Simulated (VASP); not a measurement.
Write the native input for VASP 6.6.1 that does the following.

* Task: single point
* Functional: LDA
* Potentials or basis: VASP PAW LDA potentials, release 64 (K_sv)
* Cutoff: 520 eV
* k mesh: 7 × 7 × 7
* Occupations: fermi-dirac, width 0.05 eV
* Spin: no spin polarisation
* Dipole correction: no
* Further INCAR settings: ALGO = Fast; EDIFF = 1e-06; NBANDS = 10

The structure of K lies in POSCAR:

```
K
1.0
   -2.7330567785      2.7330567785      2.7330567785
    2.7330567785     -2.7330567785      2.7330567785
    2.7330567785      2.7330567785     -2.7330567785
K
1
Direct
    0.0000000000      0.0000000000      0.0000000000
```

This cell differs from its parent crystal: volume scaled by 1.04.

These files were run (other wordings do the same):

INCAR

```
PREC = Accurate ; ENCUT = 520
EDIFF = 1E-6 ; ISMEAR = -1
SIGMA = 0.05 ; LREAL = False
LASPH = True ; NELM = 100
ALGO = Fast ; ISIF = 2
LWAVE = False ; LCHARG = False
GGA = CA ; NBANDS = 10
```

KPOINTS

```
regular mesh
0
Gamma
  7 7 7
```

Potentials or basis: VASP PAW LDA potentials, release 64 (K_sv).

Launch:

```console
$ cat potpaw_LDA.64/K_sv/POTCAR > POTCAR
$ mpirun -np 1 vasp_std > vasp.out
```

It gave:

The pressure is -0.7 GPa.

Run time: 23 s on 1 thread of AMD EPYC 7R43 64-Core Processor (Zen 3), on a shared host, peak memory 0.13 GiB.
